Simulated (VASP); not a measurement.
# TaMo2C3 (P-3m1) in VASP: vibrations by perturbation theory with PBE

Aim: the vibrations by perturbation theory of TaMo2C3 with PBE.

All numbers are computed with VASP 6.6.1; they aren't measurements. Logs are shortened: lines on timing, memory, paths and dates and some standing lists are left out, and cuts for length are marked.

**1. The cell of the first run**

The structure is trigonal, space group P-3m1 (No. 164). The conventional cell has a = 3.117 Å, b = 3.117 Å, c = 7.686 Å, α = 90.00°, β = 90.00°, γ = 120.00°. Within 2.9 Å of Ta (site symmetry -3m) lie 6 C at 2.21 Å. Within 2.9 Å of Mo (site symmetry 3m) lie 6 C at 2.19 to 2.22 Å. C (site symmetry -3m) has 6 Mo at 2.22 Å within 2.9 Å. Within 2.9 Å of C (site symmetry 3m) lie 3 Mo at 2.19 Å and 3 Ta at 2.21 Å.

**2. Vibrations by perturbation theory, PBE**

INCAR reads:

```
SYSTEM = TaMo2C3
PREC     = Accurate       ! precision mode
ENCUT    = 520            ! plane-wave cutoff, eV
EDIFF    = 1E-8           ! SCF threshold, eV
ISMEAR   = 1              ! smearing method
SIGMA    = 0.15           ! smearing width, eV
LREAL    = .False.        ! projectors in reciprocal space
LASPH    = .True.         ! aspherical terms in the spheres
NELM     = 100            ! most SCF steps
ALGO     = Normal         ! electronic algorithm
ISIF     = 2              ! what is computed and relaxed
LWAVE    = .False.        ! write WAVECAR
LCHARG   = .False.        ! write CHGCAR
GGA      = PE             ! functional
NBANDS   = 34             ! bands
IBRION   = 8              ! ionic algorithm
NSW      = 1              ! ionic steps
KPAR     = 4
```

KPOINTS reads:

```
Automatic mesh
0
Gamma
  12 12 4
  0 0 0
```

POSCAR reads:

```
TaMo2C3
1.0
    3.1166360400      0.0000000000      0.0000000000
   -1.5583180200      2.6990859900      0.0000000000
    0.0000000000      0.0000000000      7.6863160000
Ta Mo C
1 2 3
Direct
    0.0000000000      0.0000000000      0.0000000000
    0.3333333300      0.6666666700      0.6692300000
    0.6666666700      0.3333333300      0.3307700000
    0.0000000000      0.0000000000      0.5000000000
    0.3333333300      0.6666666700      0.1679210000
    0.6666666700      0.3333333300      0.8320790000
```

Potentials or basis: VASP PAW PBE potentials, release 64 (Ta_pv, Mo_sv, C).

Run with:

```
cat potpaw_PBE.64/Ta_pv/POTCAR potpaw_PBE.64/Mo_sv/POTCAR potpaw_PBE.64/C/POTCAR > POTCAR
mpirun -np 4 vasp_std > vasp.out
```

OUTCAR:

```text
SYSTEM = TaMo2C3
   PREC = Accurate
   ENCUT = 520
   EDIFF = 1E-8
   ISMEAR = 1
   LREAL = .False.
   LASPH = .True.
   NELM = 100
   ISIF = 2
   GGA = PE
   IBRION = 8
   NSW = 1

 ion  position               nearest neighbor table
   1  0.000  0.000  0.000-   5 2.21   6 2.21   6 2.21   5 2.21   6 2.21   5 2.21   2 3.11   3 3.11
                             2 3.11   3 3.11   3 3.11   2 3.11
   2  0.333  0.667  0.669-   6 2.19   6 2.19   6 2.19   4 2.22   4 2.22   4 2.22   1 3.11   1 3.11
                             1 3.11   3 3.16   3 3.16   3 3.16
   3  0.667  0.333  0.331-   5 2.19   5 2.19   5 2.19   4 2.22   4 2.22   4 2.22   1 3.11   1 3.11
                             1 3.11   2 3.16   2 3.16   2 3.16
   4  0.000  0.000  0.500-   2 2.22   3 2.22   3 2.22   2 2.22   3 2.22   2 2.22
   5  0.333  0.667  0.168-   3 2.19   3 2.19   3 2.19   1 2.21   1 2.21   1 2.21
   6  0.667  0.333  0.832-   2 2.19   2 2.19   2 2.19   1 2.21   1 2.21   1 2.21

  LATTYP: Found a hexagonal cell.
 ALAT       =     3.1166360400
 C/A-ratio  =     2.4662218820

  Lattice vectors:

 A1 = (   3.1166360400,   0.0000000000,   0.0000000000)
 A2 = (  -1.5583180200,   2.6990859900,   0.0000000000)
 A3 = (   0.0000000000,   0.0000000000,   7.6863160000)

Analysis of symmetry for initial positions (statically):
=====================================================================
 Subroutine PRICEL returns:
 Original cell was already a primitive cell.

 Routine SETGRP: Setting up the symmetry group for a
 hexagonal supercell.

 Subroutine GETGRP returns: Found 12 space group operations
 (whereof 12 operations were pure point group operations)
 out of a pool of 24 trial point group operations.

The static configuration has the point symmetry D_3d.

Analysis of symmetry for dynamics (positions and initial velocities):
=====================================================================
 Subroutine PRICEL returns:
 Original cell was already a primitive cell.

 Routine SETGRP: Setting up the symmetry group for a
 hexagonal supercell.

 Subroutine GETGRP returns: Found 12 space group operations
 (whereof 12 operations were pure point group operations)
 out of a pool of 24 trial point group operations.

The dynamic configuration has the point symmetry D_3d.

 Subroutine INISYM returns: Found 12 space group operations
 (whereof 12 operations are pure point group operations),
 and found     1 'primitive' translations

----------------------------------------------------------------------------------------

                                     Primitive cell

  volume of cell :      64.6578

  direct lattice vectors                    reciprocal lattice vectors
     3.116636040  0.000000000  0.000000000     0.320858768  0.185247896  0.000000000
    -1.558318020  2.699085990  0.000000000     0.000000000  0.370495791  0.000000000
[... 1040 lines left out ...]
------------------------ aborting loop because EDIFF is reached ----------------------------------------

  FORCE on cell =-STRESS in cart. coord.  units (eV):
  Direction    XX          YY          ZZ          XY          YZ          ZX
  --------------------------------------------------------------------------------------
  -------------------------------------------------------------------------------------
  Total       -0.9981681     -0.9981681     -0.7704948      0.0000000      0.0000000      0.0000000
  in kB      -24.7339357    -24.7339358    -19.0923437      0.0000000      0.0000000      0.0000000
  external PRESSURE =     -22.8534050 kB  Pullay stress =       0.0000000 kB

 VOLUME and BASIS-vectors are now :
 -----------------------------------------------------------------------------
  energy-cutoff  :      520.00
  volume of cell :       64.66
      direct lattice vectors                 reciprocal lattice vectors
     3.116636040  0.000000000  0.000000000     0.320858768  0.185247896  0.000000000
    -1.558318020  2.699085990  0.000000000     0.000000000  0.370495791  0.000000000
     0.000000000  0.000000000  7.686316000     0.000000000  0.000000000  0.130101339

 POSITION                                       TOTAL-FORCE (eV/Angst)
 -----------------------------------------------------------------------------------
      0.00000      0.00000      0.00000        -0.000000      0.000000      0.000000
     -0.00000      1.79939      5.14391         0.000000     -0.000000      0.147543
      1.55832      0.89970      2.54240        -0.000000      0.000000     -0.147543
      0.00000      0.00000      3.84316        -0.000000      0.000000      0.000000
     -0.00000      1.79939      1.29069         0.000000     -0.000000      0.083614
      1.55832      0.89970      6.39562        -0.000000      0.000000     -0.083614
 -----------------------------------------------------------------------------------
    total drift:                               -0.000000      0.000000     -0.000000

  FREE ENERGIE OF THE ION-ELECTRON SYSTEM (eV)
  ---------------------------------------------------
  free  energy   TOTEN  =       -61.8559144437 eV

  energy  without entropy=      -61.8578728215  energy(sigma->0) =      -61.85656724

[... ionic steps 2 to 15 ...]

--------------------------------------- Ionic step       16  -------------------------------------------

------------------------ aborting loop because EDIFF is reached ----------------------------------------

[... ionic steps 17 to 17 ...]

--------------------------------------- Ionic step       18  -------------------------------------------

 Free energy of the ion-electron system (eV)
  ---------------------------------------------------
  ---------------------------------------------------
  free energy    TOTEN  =        -0.13539911 eV

  energy without entropy =       -0.13540147

------------------------ aborting loop because EDIFF is reached ----------------------------------------

 INTERNAL STRAIN TENSOR  FOR ION    5  DIRECTION 3   (eV/Angst):
 -----------------------------------------------------------------------------
    -0.65816  0.00000  0.00000
     0.00000 -0.65816  0.00000
     0.00000  0.00000 -3.34471

 INTERNAL STRAIN TENSOR FOR ION    6 for displacements in x,y,z  (eV/Angst):
          X           Y           Z          XY          YZ          ZX
  --------------------------------------------------------------------------------
  x     0.00000    -0.00000     0.00000    -0.96293     0.00000     1.82849
  y    -0.96293     0.96293     0.00000     0.00000     1.94901     0.00000
  z     0.65816     0.65816     3.34471     0.00000     0.00000     0.00000

 SECOND DERIVATIVES (NOT SYMMETRIZED)
 ------------------------------------
               1X          1Y          1Z          2X          2Y          2Z          3X          3Y          3Z          4X          4Y          4Z          5X          5Y          5Z          6X          6Y          6Z
  1X    -9.280060    0.000000    0.000000   -0.645133    0.000000    0.000000   -0.645133    0.000000    0.000000    0.009306    0.000000    0.000000    5.280511    0.000000    0.000000    5.280511    0.000000    0.000000
  1Y     0.000000   -9.280060    0.000000    0.000000   -0.645133    0.000000    0.000000   -0.645133    0.000000    0.000000    0.009306    0.000000    0.000000    5.280511    0.000000    0.000000    5.280511    0.000000
  1Z     0.000000    0.000000  -14.203657    0.000000   -0.000000    1.827718    0.000000   -0.000000    1.827718   -0.000000    0.000000    0.249072    0.000000    0.000000    5.149574    0.000000    0.000000    5.149574
  2X    -0.657186    0.000000    0.000000   -4.803916    0.000000    0.000000   -0.334180    0.000000    0.000000    2.173099    0.000000    0.000000   -0.188238    0.000000    0.000000    3.810422   -0.000000    0.000000
  2Y     0.000000   -0.657186    0.000000    0.000000   -4.803916    0.000000    0.000000   -0.334180   -0.000000    0.000000    2.173099    0.000000    0.000000   -0.188238    0.000000    0.000000    3.810422    0.000000
  2Z     0.000000    0.000000    1.807554    0.000000   -0.000000  -13.758451    0.000000    0.000000    5.244347   -0.000000    0.000000    2.834895    0.000000    0.000000   -0.549647    0.000000   -0.000000    4.421302
  3X    -0.657186    0.000000    0.000000   -0.334180    0.000000    0.000000   -4.803916    0.000000    0.000000    2.173099    0.000000    0.000000    3.810422   -0.000000    0.000000   -0.188238    0.000000    0.000000
  3Y     0.000000   -0.657186    0.000000    0.000000   -0.334180   -0.000000    0.000000   -4.803916    0.000000    0.000000    2.173099    0.000000    0.000000    3.810422    0.000000    0.000000   -0.188238    0.000000
  3Z     0.000000    0.000000    1.807554    0.000000    0.000000    5.244347    0.000000   -0.000000  -13.758451   -0.000000    0.000000    2.834895    0.000000   -0.000000    4.421302    0.000000    0.000000   -0.549647
  4X     0.013707    0.000000    0.000000    2.193912    0.000000    0.000000    2.193912    0.000000    0.000000   -8.515964    0.000000    0.000000    2.057217    0.000000    0.000000    2.057217    0.000000    0.000000
  4Y     0.000000    0.013707    0.000000    0.000000    2.193912    0.000000    0.000000    2.193912    0.000000    0.000000   -8.515965    0.000000    0.000000    2.057217    0.000000    0.000000    2.057217    0.000000
  4Z     0.000000    0.000000    0.247053    0.000000    0.000000    2.857308    0.000000   -0.000000    2.857308    0.000000    0.000000  -12.808918    0.000000    0.000000    3.423625    0.000000    0.000000    3.423625
  5X     5.277776    0.000000    0.000000   -0.210396    0.000000    0.000000    3.807827    0.000000    0.000000    2.052598    0.000000    0.000000  -12.985854    0.000000    0.000000    2.058048   -0.000000    0.000000
  5Y     0.000000    5.277776    0.000000    0.000000   -0.210396    0.000000    0.000000    3.807827    0.000000    0.000000    2.052598    0.000000    0.000000  -12.985854    0.000000    0.000000    2.058048    0.000000
  5Z     0.000000   -0.000000    5.140861    0.000000   -0.000000   -0.579411    0.000000   -0.000000    4.424251    0.000000   -0.000000    3.416876   -0.000000   -0.000000  -15.538790    0.000000   -0.000000    3.136213
  6X     5.277776    0.000000    0.000000    3.807827    0.000000    0.000000   -0.210396    0.000000    0.000000    2.052598    0.000000    0.000000    2.058048   -0.000000    0.000000  -12.985854    0.000000    0.000000
  6Y     0.000000    5.277776    0.000000    0.000000    3.807827    0.000000    0.000000   -0.210396    0.000000    0.000000    2.052598    0.000000    0.000000    2.058048    0.000000    0.000000  -12.985854    0.000000
  6Z     0.000000   -0.000000    5.140861    0.000000   -0.000000    4.424251    0.000000   -0.000000   -0.579411    0.000000   -0.000000    3.416876    0.000000   -0.000000    3.136213   -0.000000   -0.000000  -15.538790

 Eigenvectors and eigenvalues of the dynamical matrix
 ----------------------------------------------------

   1 f  =   19.591915 THz   123.099632 2PiTHz  653.515939 cm-1    81.025613 meV
             X         Y         Z           dx          dy          dz
      0.000000  0.000000  0.000000     0.000000   -0.000000    0.000000
     -0.000000  1.799391  5.143913    -0.000000   -0.000000   -0.075263
      1.558318  0.899695  2.542403     0.000000    0.000000    0.075263
      0.000000  0.000000  3.843158     0.000000   -0.000000    0.000000
     -0.000000  1.799391  1.290694    -0.000000   -0.000000   -0.703090
      1.558318  0.899695  6.395622    -0.000000    0.000000    0.703090
[... 145 lines left out ...]
  18 f/i=    0.008785 THz     0.055197 2PiTHz    0.293030 cm-1     0.036331 meV
             X         Y         Z           dx          dy          dz
      0.000000  0.000000  0.000000     0.000000    0.000000    0.664583
     -0.000000  1.799391  5.143913     0.000000    0.000000    0.484832
      1.558318  0.899695  2.542403     0.000000    0.000000    0.484832
      0.000000  0.000000  3.843158     0.000000    0.000000    0.171196
     -0.000000  1.799391  1.290694     0.000000    0.000000    0.171608
      1.558318  0.899695  6.395622     0.000000    0.000000    0.171608

--------------------------------------------------------------------------------------------------------

 ELASTIC MODULI CONTR FROM IONIC RELAXATION (kBar)
 Direction    XX          YY          ZZ          XY          YZ          ZX
 --------------------------------------------------------------------------------
 XX         -13.8721     -5.5315     32.1382     -0.0000     21.2658      0.0000
 YY          -5.5315    -13.8721     32.1382      0.0000    -21.2658     -0.0000
 ZZ          32.1382     32.1382   -198.3544      0.0000     -0.0000     -0.0000
 XY          -0.0000      0.0000      0.0000     -4.1703      0.0000     23.3174
 YZ          21.2658    -21.2658     -0.0000      0.0000   -216.4179     -0.0000
 ZX           0.0000     -0.0000     -0.0000     23.3174     -0.0000   -286.0365
 --------------------------------------------------------------------------------
```

It took 47 min on 4 MPI ranks of Oxide Virtual Turin-like, shared host; peak memory 1.2 GiB.

What came out:

* Highest phonon frequency at Γ: 654 cm⁻¹

Phonon frequencies in cm⁻¹ (negative: imaginary):
```tsv
q point	frequencies
(0.000, 0.000, 0.000)	0 0 0 98 98 103 103 162 223 402 402 439 545 545 586 586 630 654
```

Caveat: the cell stands under pressure or tension, which shifts response properties; spin-orbit coupling is left out, which moves the levels of the heavy elements.
